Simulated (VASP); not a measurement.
Set up this calculation in VASP 6.6.1, as the native input.

| Item | Value |
| --- | --- |
| Task | single point |
| Functional | PBE |
| Dispersion | D3(BJ) |
| Potentials or basis | VASP PAW PBE potentials, release 64 (Al) |
| Cutoff | 520 eV |
| k mesh | 22 × 22 × 22 |
| Occupations | gaussian, width 0.15 eV |
| Spin | no spin polarisation |
| Dipole correction | no |
| Further INCAR settings | ALGO = Normal; EDIFF = 1e-07; NBANDS = 8 |

The structure of Al lies in POSCAR:

```
Al
1.0
    0.0000000000      1.9870268562      2.3188603412
    1.9870268562      0.0000000000      2.3188603412
    1.9870268562      1.9870268562      0.0000000000
Al
1
Direct
    0.0000000000      0.0000000000      0.0000000000
```

These files were run (other wordings do the same):

INCAR

```
ALGO = Normal
EDIFF = 1E-7
ENCUT = 520
GGA = PE
ISIF = 2
ISMEAR = 0
IVDW = 12
LASPH = T
LCHARG = F
LREAL = F
LWAVE = F
NBANDS = 8
NELM = 100
PREC = Accurate
SIGMA = 0.15
```

KPOINTS

```
k-points
0
Gamma
  22 22 22
```

Potentials or basis: VASP PAW PBE potentials, release 64 (Al).

Run with:

```console
$ cat potpaw_PBE.64/Al/POTCAR > POTCAR
$ mpirun -np 1 vasp_std > vasp.out
```

Results of the run:

* Pressure: -7.8 GPa
* Band gap on the k mesh: zero (an odd number of electrons rules out a gap without spin polarisation)
* Dispersion energy per atom: -0.302 eV

Caveat: the stress differs along the axes, from -12 to -6 GPa.

Wall time 59 s on 1 thread of Intel(R) Xeon(R) Platinum 8488C (Sapphire Rapids), with other jobs on the host, peak memory 0.22 GiB.
